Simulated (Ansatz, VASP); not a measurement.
This is a calculation of Mn3Si for Ansatz 0.2.0.

The input input.yaml:

```yaml
crystal:
  lattice:
    - [2.7342217262, 0.0, 0.0]
    - [0.0, 2.7342217262, 0.0]
    - [0.0, 0.0, 5.5682946237]
  atoms:
    - { symbol: Mn, position: [0.5, 0.5, 0.0], spin: 4.0 }
    - { symbol: Mn, position: [0.0, 0.0, 0.253449], spin: 4.0 }
    - { symbol: Mn, position: [0.0, 0.0, 0.746551], spin: 4.0 }
    - { symbol: Si, position: [0.5, 0.5, 0.5] }
kpoints:
  mp_grid: { grid: [10, 10, 5] }
scf:
  occupations: { method: fermi_dirac, width: 0.05 }
hamiltonian:
  xc: pbesol
  pseudopotentials: { kind: all_electron, lapw: { basis_error: 0.001 } }
magnetization:
  spin_polarized: true
output:
  forces: true
  stress: true
  eigenvalues: true
```

Potentials or basis: all-electron LAPW, scalar-relativistic.

Run with:

```console
$ ansatz run input.yaml --threads 4 --pin off --max-ram 12288MiB --backend cpu --events-out ev --progress --plain --runs-dir out
```

**Question.** Translate it to VASP 6.6.1. Potentials there: VASP PAW PBE potentials, release 64 (Mn_pv, Si).

**Answer.** As run (the cutoff follows the program's own potentials):

INCAR

```
SYSTEM = Mn3Si
ALGO = Normal
EDIFF = 1E-6
ENCUT = 520
GGA = PS
ISIF = 2
ISMEAR = -1
ISPIN = 2
LASPH = .TRUE.
LCHARG = .FALSE.
LMAXMIX = 4
LORBIT = 11
LREAL = .FALSE.
LWAVE = .FALSE.
MAGMOM = 4 4 4 0
NBANDS = 34
NELM = 150
PREC = Accurate
SIGMA = 0.05
```

File KPOINTS:

```
k-points
0
G
  10 10 5
  0 0 0
```

Contents of POSCAR:

```
Mn3Si
1.0
    2.7342217262      0.0000000000      0.0000000000
    0.0000000000      2.7342217262      0.0000000000
    0.0000000000      0.0000000000      5.5682946237
Mn Si
3 1
Direct
    0.5000000000      0.5000000000      0.0000000000
    0.0000000000      0.0000000000      0.2534490000
    0.0000000000      0.0000000000      0.7465510000
    0.5000000000      0.5000000000      0.5000000000
```

Potentials or basis: VASP PAW PBE potentials, release 64 (Mn_pv, Si).

Launch:

```console
$ cat potpaw_PBE.64/Mn_pv/POTCAR potpaw_PBE.64/Si/POTCAR > POTCAR
$ mpirun -np 1 vasp_std > vasp.out
```

Both were run:

|  | VASP | Ansatz | Ansatz less VASP |
| --- | --- | --- | --- |
| gap on the k mesh at the Fermi level (eV) | none | none | - |
| pressure (GPa) | 3.4 | 3.2 | -0.24 |
| traceless stress, the component that is largest in VASP (GPa) | 0.93 | 0.98 | +0.047 |
| rms of the force components (eV/Å) | 0.103 | 0.098 | -0.0047 |
| net moment per atom (μB) | 0.25 | 0.25 | -0.002 |
| size of the moment on the site where the two differ most (μB) | 1.26 | 1.23 | -0.030 |

VASP's potentials were made for PBE, not for PBEsol. Site moments also hang on the region over which each program counts them. Atom by atom the forces differ by 0.005 eV/Å (rms over components). A gap of «none» marks a metal or a gap that the smearing closes. Ansatz ran all-electron here, and VASP with PAW potentials.
